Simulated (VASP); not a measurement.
Set up this calculation in VASP 6.6.1, as the native input.

```
Task                   : single point
Functional             : PBE
Potentials or basis    : VASP PAW PBE potentials, release 64 (Pb_d, Te)
Cutoff                 : 520 eV
k mesh                 : 7 × 7 × 7
Occupations            : gaussian, width 0.011 eV
Spin                   : no spin polarisation
Dipole correction      : no
Further INCAR settings : ALGO = Normal; EDIFF = 1e-06; NBANDS = 17
```

The structure of TePb lies in POSCAR:

```
TePb
1.0
    4.0022870000      0.0000000000      0.0000000000
    0.0000000000      4.0022870000      0.0000000000
    0.0000000000      0.0000000000      4.0022870000
Pb Te
1 1
Direct
    0.0000000000      0.0000000000      0.0000000000
    0.5000000000      0.5000000000      0.5000000000
```

One way to write it, as run:

INCAR

```
PREC = Accurate
ENCUT = 520
EDIFF = 1E-6
ISMEAR = 0
SIGMA = 0.011
LREAL = F
LASPH = T
NELM = 100
ALGO = Normal
ISIF = 2
LWAVE = F
LCHARG = F
GGA = PE
NBANDS = 17
```

KPOINTS

```
Automatic mesh
0
Gamma
  7 7 7
```

Potentials or basis: VASP PAW PBE potentials, release 64 (Pb_d, Te).

Run with:

```bash
$ cat potpaw_PBE.64/Pb_d/POTCAR potpaw_PBE.64/Te/POTCAR > POTCAR
$ mpirun -np 1 vasp_std > vasp.out
```

It gave:

```yaml
Pressure: 0.1 GPa
Band_gap_on_the_k_mesh: zero (band 10 reaches 6.58 eV, above the bottom of band 11 at 5.77 eV)
```

Caveat: spin-orbit coupling is left out, which moves the levels of the heavy elements.

It took 37 s on 1 thread of AMD EPYC 7571, on a shared host, peak memory 0.15 GiB.
